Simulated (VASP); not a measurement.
# Hf5H2 (I4/m) in VASP: a series of runs

Hf5H2 is run at these levels: PBE; tasks: single point, relaxation of cell and atoms.

Everything below comes from runs of VASP 6.6.1. Logs are shortened: lines on timing, memory, paths and dates and some standing lists are left out, and cuts for length are marked.

**1. The cell of the first run**

It takes space group I4/m (No. 87, tetragonal). The conventional cell has a = 7.266 Å, b = 7.266 Å, c = 4.503 Å, α = 90.00°, β = 90.00°, γ = 90.00°. Within 2.7 Å of Hf (site symmetry m) lie 2 H at 2.04 Å. Hf (site symmetry 4/m) has 12 Hf at 3.18 to 3.25 Å and 8 H at 3.80 Å within 4.2 Å. H (site symmetry -4) has 4 Hf at 2.04 Å and 2 H at 2.25 Å within 2.7 Å.

**2. Single point, PBE**

INCAR

```
SYSTEM = Hf5H2
  ALGO = Normal
  EDIFF = 1E-6
  ENCUT = 520
  GGA = PE
  ISIF = 2
  ISMEAR = 0
  LASPH = .True.
  LCHARG = .False.
  LREAL = .False.
  LWAVE = .False.
  NBANDS = 35
  NELM = 80
  PREC = Accurate
  SIGMA = 0.2
```

KPOINTS

```
k-points
0
Gamma
  4 4 4
  0 0 0
```

POSCAR

```
Hf5H2
1.0
   -3.6330421994      3.6330421994      2.2516253420
    3.6330421994     -3.6330421994      2.2516253420
    3.6330421994      3.6330421994     -2.2516253420
Hf H
5 2
Direct
    0.6053872084      0.2096945522      0.8150817606
    0.2096945522      0.3946127916      0.6043073438
    0.7903054478      0.6053872084      0.3956926562
    0.3946127916      0.7903054478      0.1849182394
    0.0000000000      0.0000000000      0.0000000000
    0.2500000000      0.7500000000      0.5000000000
    0.7500000000      0.2500000000      0.5000000000
```

Potentials or basis: VASP PAW PBE potentials, release 64 (Hf_pv, H).

Launch:

```
$ cat potpaw_PBE.64/Hf_pv/POTCAR potpaw_PBE.64/H/POTCAR > POTCAR
$ mpirun -np 1 vasp_std > vasp.out
```

OUTCAR:

```text
SYSTEM = Hf5H2
   EDIFF = 1E-6
   ENCUT = 520
   GGA = PE
   ISIF = 2
   ISMEAR = 0
   LASPH = .True.
   LREAL = .False.
   NELM = 80
   PREC = Accurate

 ion  position               nearest neighbor table
   1  0.605  0.210  0.815-   7 2.04   6 2.04   4 3.14   4 3.14   3 3.17   2 3.17   5 3.18   5 3.18
                             5 3.25   2 3.30   2 3.30   3 3.30   3 3.30   4 3.41
   2  0.210  0.395  0.604-   7 2.04   6 2.04   3 3.14   3 3.14   4 3.17   1 3.17   5 3.18   5 3.18
                             5 3.25   1 3.30   1 3.30   4 3.30   4 3.30   3 3.41
   3  0.790  0.605  0.396-   6 2.04   7 2.04   2 3.14   2 3.14   1 3.17   4 3.17   5 3.18   5 3.18
                             5 3.25   4 3.30   4 3.30   1 3.30   1 3.30   2 3.41
   4  0.395  0.790  0.185-   6 2.04   7 2.04   1 3.14   1 3.14   2 3.17   3 3.17   5 3.18   5 3.18
                             5 3.25   3 3.30   3 3.30   2 3.30   2 3.30   1 3.41
   5  0.000  0.000  0.000-   2 3.18   3 3.18   3 3.18   2 3.18   1 3.18   4 3.18   4 3.18   1 3.18
                             4 3.25   1 3.25   3 3.25   2 3.25
   6  0.250  0.750  0.500-   4 2.04   1 2.04   3 2.04   2 2.04
   7  0.750  0.250  0.500-   1 2.04   4 2.04   2 2.04   3 2.04

  LATTYP: Found a body centered tetragonal cell.
 ALAT       =     7.2660843988
 C/A-ratio  =     0.6197630576

  Lattice vectors:

 A1 = (  -3.6330421994,   3.6330421994,   2.2516253420)
 A2 = (   3.6330421994,  -3.6330421994,   2.2516253420)
 A3 = (   3.6330421994,   3.6330421994,  -2.2516253420)

Analysis of symmetry for initial positions (statically):
=====================================================================
 Subroutine PRICEL returns:
 Original cell was already a primitive cell.

 Routine SETGRP: Setting up the symmetry group for a
 body centered tetragonal supercell.

 Subroutine GETGRP returns: Found  8 space group operations
 (whereof  8 operations were pure point group operations)
 out of a pool of 16 trial point group operations.

The static configuration has the point symmetry C_4h.

Analysis of symmetry for dynamics (positions and initial velocities):
=====================================================================
 Subroutine PRICEL returns:
 Original cell was already a primitive cell.

 Routine SETGRP: Setting up the symmetry group for a
 body centered tetragonal supercell.

 Subroutine GETGRP returns: Found  8 space group operations
 (whereof  8 operations were pure point group operations)
 out of a pool of 16 trial point group operations.

The dynamic configuration has the point symmetry C_4h.

 Subroutine INISYM returns: Found  8 space group operations
 (whereof  8 operations are pure point group operations),
 and found     1 'primitive' translations

----------------------------------------------------------------------------------------

                                     Primitive cell

  volume of cell :     118.8768

  direct lattice vectors                    reciprocal lattice vectors
    -3.633042199  3.633042199  2.251625342     0.000000000  0.137625707  0.222061810
     3.633042199 -3.633042199  2.251625342     0.137625707  0.000000000  0.222061810
     3.633042199  3.633042199 -2.251625342     0.137625707  0.137625707  0.000000000

  length of vectors
     5.609617449  5.609617449  5.609617449     0.261251379  0.261251379  0.194632141

  position of ions in fractional coordinates (direct lattice)
     0.605387208  0.209694552  0.815081761
     0.209694552  0.394612792  0.604307344
     0.790305448  0.605387208  0.395692656
     0.394612792  0.790305448  0.184918239
     0.000000000  0.000000000  0.000000000
     0.250000000  0.750000000  0.500000000
     0.750000000  0.250000000  0.500000000

  ion indices of the primitive-cell ions
   primitive index   ion index
                 1           1
                 2           2
                 3           3
                 4           4
                 5           5
                 6           6
                 7           7

----------------------------------------------------------------------------------------

 KPOINTS: k-points

Automatic generation of k-mesh.
 Grid dimensions read from file:
 generate k-points for:    4    4    4

 Generating k-lattice:

  Cartesian coordinates                     Fractional coordinates (reciprocal lattice)
     0.000000000  0.034406427  0.055515453     0.250000000  0.000000000 -0.000000000
     0.034406427  0.000000000  0.055515453     0.000000000  0.250000000 -0.000000000
     0.034406427  0.034406427  0.000000000     0.000000000  0.000000000  0.250000000

  Length of vectors
     0.065312845  0.065312845  0.048658035

  Shift w.r.t. Gamma in fractional coordinates (k-lattice)
     0.000000000  0.000000000  0.000000000

 Subroutine IBZKPT returns following result:
 ===========================================

 Found     14 irreducible k-points:

 Following reciprocal coordinates:
            Coordinates               Weight
  0.000000  0.000000  0.000000      1.000000
  0.250000  0.000000 -0.000000      8.000000
  0.500000  0.000000 -0.000000      4.000000
  0.250000  0.250000 -0.000000      8.000000
  0.500000  0.250000 -0.000000      8.000000
 -0.250000  0.500000 -0.000000      8.000000
 -0.250000  0.250000  0.000000      4.000000
  0.500000  0.500000 -0.000000      2.000000
  0.250000  0.250000  0.250000      2.000000
 -0.250000  0.250000  0.250000      4.000000
  0.500000  0.500000  0.250000      4.000000
 -0.250000  0.500000  0.250000      8.000000
 -0.250000 -0.250000  0.250000      2.000000
  0.500000  0.500000  0.500000      1.000000
   k-points           NKPTS =     14   k-points in BZ     NKDIM =     14   number of bands    NBANDS=     35
   number of dos      NEDOS =    301   number of ions     NIONS =      7
   total plane-waves  NPLWV =  74088
   dimension x,y,z NGX =    42 NGY =   42 NGZ =   42
   dimension x,y,z NGXF=    84 NGYF=   84 NGZF=   84
   ions per type =               5   2
   NGX,Y,Z   is equivalent  to a cutoff of  12.45, 12.45, 12.45 a.u.
   NGXF,Y,Z  is equivalent  to a cutoff of  24.89, 24.89, 24.89 a.u.
 SYSTEM =  Hf5H2
   PREC   = accura    normal or accurate (medium, high low for compatibility)
   ISTART =      0    job   : 0-new  1-cont  2-samecut
   ICHARG =      2    charge: 1-file 2-atom 10-const
   ISPIN  =      1    spin polarized calculation?
   LNONCOLLINEAR =      F non collinear calculations
   LSORBIT =      F    spin-orbit coupling
   LASPH  =      T    aspherical Exc in radial PAW
   ENCUT  =  520.0 eV  38.22 Ry    6.18 a.u.  10.43 10.43 10.43*2*pi/ulx,y,z
   NELM   =     80;   NELMIN=  2; NELMDL= -5     # of ELM steps
   EDIFF  = 0.1E-05   stopping-criterion for ELM
   LREAL  =      F    real-space projection
   EDIFFG = 0.1E-04   stopping-criterion for IOM
   NSW    =      0    number of steps for IOM
   IBRION =     -1    ionic relax: 0-MD 1-quasi-New 2-CG
   NFREE  =      0    steps in history (QN), initial steepest desc. (CG)
   ISIF   =      2    stress and relaxation
   ISYM   =      2    0-nonsym 1-usesym 2-fastsym
   POTIM  = 0.5000    time-step for ionic-motion
   TEBEG  =    0.0;   TEEND  =   0.0 temperature during run
   PSTRESS=    0.0 pullay stress
   NELECT =      52.0000    total number of electrons
   NUPDOWN=      -1.0000    fix difference up-down
   EMIN   =  10.00;   EMAX   =-10.00  energy-range for DOS
   EFERMI =   0.00;   METHOD = LEGACY
   ISMEAR =     0;   SIGMA  =   0.20  broadening in eV -4-tet -1-fermi 0-gaus
   EFERMI_NEDOS =   21; number of points for ismear=-14 and -15
   IALGO  =     38    algorithm
   IMIX   =      4    mixing-type and parameters
     AMIX     =   0.40;   BMIX     =  1.00
     AMIX_MAG =   1.60;   BMIX_MAG =  1.00
  volume/ion in A,a.u.               =      16.98       114.60
  Fermi-wavevector in a.u.,A,eV,Ry     =   1.242730  2.348420 21.012552  1.544379
  Thomas-Fermi vector in A             =   2.377072
   LORBIT       =      0    0 simple, 1 ext, 2 COOP (PROOUT), +10 PAW based schemes
   GGA     = PE    functional components
   LHFCALC =     F    Hartree Fock is set to
   AEXX    =    0.0000 exact exchange contribution
   IVDW    =     0    specifies the selected vdW correction
   LEPSILON=     F    determine dielectric tensor
   LRPA    =     F    only Hartree local field effects (RPA)
 non-spin polarized calculation
 Gauss-broadening in eV      SIGMA  =   0.20
  energy-cutoff  :      520.00
  volume of cell :      118.88
 maximum number of plane-waves:      3221
 NGX is ok and might be reduce to    42
   NGX = 21   NGY = 21   NGZ = 21

 number of electron      52.0000000 magnetization

 Free energy of the ion-electron system (eV)
  ---------------------------------------------------
  ext. energy  EPLUGINS =         0.00000000
  ---------------------------------------------------
  free energy    TOTEN  =       -57.44012807 eV

  energy without entropy =      -57.30563640  energy(sigma->0) =      -57.37288223

 E-fermi :   4.4883     XC(G=0): -11.1972

 val. band max:        4.4462396560   @ k =   0.2500   0.0000  -0.0000
 cond. band min:       4.4941367117   @ k =  -0.2500   0.2500   0.0000
 fundamental gap:      0.0478970557
 Fermi energy:         4.4883209823

 k-point     1 :       0.0000    0.0000    0.0000
  band No.  band energies     occupation
      1     -26.2668      2.00000
      2     -26.2090      2.00000
      3     -26.1689      2.00000
      4     -26.1689      2.00000
      5     -26.0634      2.00000
      6     -26.0634      2.00000
[... 27 lines left out ...]
     34       7.4002      0.00000
     35       7.4116      0.00000

 k-point     2 :       0.2500    0.0000   -0.0000
  band No.  band energies     occupation
      1     -26.2996      2.00000
      2     -26.2626      2.00000
      3     -26.2132      2.00000
      4     -26.1776      2.00000
      5     -26.0936      2.00000
      6     -26.0229      2.00000
[... 27 lines left out ...]
     34       7.3212      0.00000
     35       7.6104      0.00000

 k-point     3 :       0.5000    0.0000   -0.0000
  band No.  band energies     occupation
      1     -26.3620      2.00000
      2     -26.2438      2.00000
      3     -26.1913      2.00000
      4     -26.1299      2.00000
      5     -26.1221      2.00000
      6     -26.0713      2.00000
[... 27 lines left out ...]
     34       7.1024      0.00000
     35       7.1086      0.00000

 k-point     4 :       0.2500    0.2500   -0.0000
  band No.  band energies     occupation
      1     -26.3229      2.00000
      2     -26.2945      2.00000
      3     -26.1940      2.00000
      4     -26.1630      2.00000
      5     -26.0940      2.00000
      6     -26.0500      2.00000
[... 27 lines left out ...]
     34       6.9481      0.00000
     35       7.1766      0.00000

 k-point     5 :       0.5000    0.2500   -0.0000
  band No.  band energies     occupation
      1     -26.3107      2.00000
      2     -26.2446      2.00000
      3     -26.1974      2.00000
      4     -26.1637      2.00000
      5     -26.0731      2.00000
      6     -26.0081      2.00000
[... 258 lines left out ...]
 k-point    12 :      -0.2500    0.5000    0.2500
  band No.  band energies     occupation
      1     -26.2904      2.00000
      2     -26.2373      2.00000
      3     -26.2140      2.00000
      4     -26.1745      2.00000
      5     -26.1092      2.00000
      6     -25.9766      2.00000
[... 27 lines left out ...]
     34       7.7250      0.00000
     35       8.0310      0.00000

 k-point    13 :      -0.2500   -0.2500    0.2500
  band No.  band energies     occupation
      1     -26.3190      2.00000
      2     -26.2887      2.00000
      3     -26.2348      2.00000
      4     -26.2348      2.00000
      5     -26.0174      2.00000
      6     -25.9690      2.00000
[... 27 lines left out ...]
     34       6.5068      0.00000
     35       7.2658      0.00000

 k-point    14 :       0.5000    0.5000    0.5000
  band No.  band energies     occupation
      1     -26.3025      2.00000
      2     -26.2195      2.00000
      3     -26.1612      2.00000
      4     -26.1172      2.00000
      5     -26.1172      2.00000
      6     -25.9427      2.00000
[... 27 lines left out ...]
     34       7.7201      0.00000
     35       7.9590      0.00000

------------------------ aborting loop because EDIFF is reached ----------------------------------------

  FORCE on cell =-STRESS in cart. coord.  units (eV):
  Direction    XX          YY          ZZ          XY          YZ          ZX
  --------------------------------------------------------------------------------------
  -------------------------------------------------------------------------------------
  Total       -0.2262813     -0.2262813     -0.4772372      0.0000002      0.0000000     -0.0000000
  in kB       -3.0497361     -3.0497361     -6.4320275      0.0000021      0.0000000     -0.0000000
  external PRESSURE =      -4.1771666 kB  Pullay stress =       0.0000000 kB

 VOLUME and BASIS-vectors are now :
 -----------------------------------------------------------------------------
  energy-cutoff  :      520.00
  volume of cell :      118.88
      direct lattice vectors                 reciprocal lattice vectors
    -3.633042199  3.633042199  2.251625342     0.000000000  0.137625707  0.222061810
     3.633042199 -3.633042199  2.251625342     0.137625707  0.000000000  0.222061810
     3.633042199  3.633042199 -2.251625342     0.137625707  0.137625707  0.000000000

 POSITION                                       TOTAL-FORCE (eV/Angst)
 -----------------------------------------------------------------------------------
      1.52366      4.39879      0.00000        -0.046200     -0.020116      0.000000
      2.86729      1.52366     -0.00000         0.020116     -0.046200     -0.000000
      0.76575      2.10938      2.25163        -0.020116      0.046200     -0.000000
      2.10938     -0.76575      2.25163         0.046200      0.020116      0.000000
      0.00000      0.00000      0.00000        -0.000000      0.000000      0.000000
      3.63304      0.00000      1.12581        -0.000000      0.000000      0.000000
      0.00000      3.63304      1.12581        -0.000000      0.000000      0.000000
 -----------------------------------------------------------------------------------
    total drift:                               -0.000000     -0.000000      0.000000

  FREE ENERGIE OF THE ION-ELECTRON SYSTEM (eV)
  ---------------------------------------------------
  free  energy   TOTEN  =       -57.4401280723 eV

  energy  without entropy=      -57.3056363972  energy(sigma->0) =      -57.37288223
```

Run time: 71 s. Hardware: 1 thread of Intel Xeon Platinum 8124M at 3.00GHz (Skylake/Cascade Lake), shared host; peak memory 0.27 GiB.

What came out:

```
Free energy            : -57.4401 eV
Pressure               : -0.4 GPa
Largest force          : 0.050 eV/Å
Band gap on the k mesh : zero (bands 26 and 27 overlap by 0.53 eV)
```

Forces in eV/Å, atoms in the order of the input:
```
Hf  -0.046 -0.020  0.000
Hf   0.020 -0.046  0.000
Hf  -0.020  0.046  0.000
Hf   0.046  0.020  0.000
Hf   0.000  0.000  0.000
H    0.000  0.000  0.000
H    0.000  0.000  0.000
```

Caveat: the k points lie up to 0.41 Å⁻¹ apart, too coarse for converged energies and pressures of a metal; spin-orbit coupling is left out, which moves the levels of the heavy elements.

**3. Relaxation of cell and atoms, PBE**

This run uses another cell than the first one, of 15.56 Å³/atom.

INCAR

```
SYSTEM = Hf5H2
PREC = Accurate
ENCUT = 600
EDIFF = 1E-7
ISMEAR = 0
SIGMA = 0.2
LREAL = .FALSE.
LASPH = .TRUE.
NELM = 80
ALGO = Normal
ISIF = 3
LWAVE = .FALSE.
LCHARG = .FALSE.
GGA = PE
IBRION = 2
NSW = 36
EDIFFG = -0.08
```

KPOINTS

```
Automatic mesh
0
G
  4 4 4
  0 0 0
```

POSCAR

```
Hf5H2
1.0
   -3.5100000000      3.5100000000      2.2100000000
    3.5100000000     -3.5100000000      2.2100000000
    3.5100000000      3.5100000000     -2.2100000000
Hf H
5 2
Direct
    0.6000000000      0.2000000000      0.8000000000
    0.2000000000      0.4000000000      0.6000000000
    0.8000000000      0.6000000000      0.4000000000
    0.4000000000      0.8000000000      0.2000000000
    0.0000000000      0.0000000000      0.0000000000
    0.2500000000      0.7500000000      0.5000000000
    0.7500000000      0.2500000000      0.5000000000
```

Potentials or basis: VASP PAW PBE potentials, release 64 (Hf_pv, H).

Launch:

```
$ cat potpaw_PBE.64/Hf_pv/POTCAR potpaw_PBE.64/H/POTCAR > POTCAR
$ mpirun -np 1 vasp_std > vasp.out
```

Run time: 6.1 min. Hardware: 1 thread of Intel Xeon Platinum 8124M at 3.00GHz (Skylake/Cascade Lake), shared host; peak memory 0.36 GiB.

It converged, with:

* Free energy: -57.4380 eV
* Relaxed volume: 16.87 Å³/atom
* Relaxed cell: a = 5.588 Å, b = 5.588 Å, c = 5.588 Å, α = 99.42°, β = 99.42°, γ = 132.27°
* Space group after relaxing (to 0.1 Å): I4/m (No. 87)
* Energy gained by relaxing: 81.3 meV/atom
* Ionic steps: 6
* Pressure after relaxing: 0.4 GPa
* Largest force after relaxing: 0.030 eV/Å
* Band gap on the k mesh: zero (bands 26 and 27 overlap by 0.49 eV)

Forces in eV/Å, atoms in the order of the input:
```
Hf   0.009  0.028  0.000
Hf  -0.028  0.009  0.000
Hf   0.028 -0.009  0.000
Hf  -0.009 -0.028  0.000
Hf   0.000  0.000  0.000
H    0.000  0.000  0.000
H    0.000  0.000  0.000
```

Stress tensor (GPa, compression positive):
```
 0.69  0.00  0.00
 0.00  0.69  0.00
 0.00  0.00 -0.14
```

Step by step:
```
step  energy change (eV)  largest force (eV/Å)  pressure (GPa)  volume (Å³)
   1              0.0000                1.6204           12.55       108.91
   2             -0.2633                0.1445           -8.45       129.27
   3             -0.5375                0.4078           -1.20       120.09
   4             -0.5376                0.4254           -0.97       119.86
   5             -0.5659                0.1448           -0.03       118.62
   6             -0.5688                0.0297            0.41       118.09
```

Final structure:
```
Hf H
1.0
    -3.61369    3.61369    2.26083
     3.61369   -3.61369    2.26083
     3.61369    3.61369   -2.26083
Hf H
5 2
Direct
  0.60481 0.20922 0.81404
  0.20922 0.39519 0.60441
  0.79078 0.60481 0.39559
  0.39519 0.79078 0.18596
  0.00000 0.00000 0.00000
  0.25000 0.75000 0.50000
  0.75000 0.25000 0.50000
```

Levels at points of the mesh, in eV from the Fermi level:
| k point | band 24 | band 25 | band 26 | band 27 | band 28 | band 29 |
| --- | --- | --- | --- | --- | --- | --- |
| (0.00, 0.00, 0.00) | -0.76 | -0.76 | -0.48 | -0.43 | -0.43 | 1.21 |
| (0.50, 0.00, 0.00) | -0.82 | -0.30 | -0.22 | 0.17 | 0.68 | 0.77 |
| (0.50, 0.50, 0.00) | -1.16 | -0.41 | 0.06 | 0.26 | 1.01 | 1.41 |
| (0.50, 0.50, 0.50) | -1.05 | -0.93 | -0.14 | 0.16 | 0.78 | 0.78 |

Caveat: the k points lie up to 0.41 Å⁻¹ apart in the final cell; spin-orbit coupling is left out, which moves the levels of the heavy elements.

The gap in the log of VASP goes by the Fermi energy; the results here count the filled bands.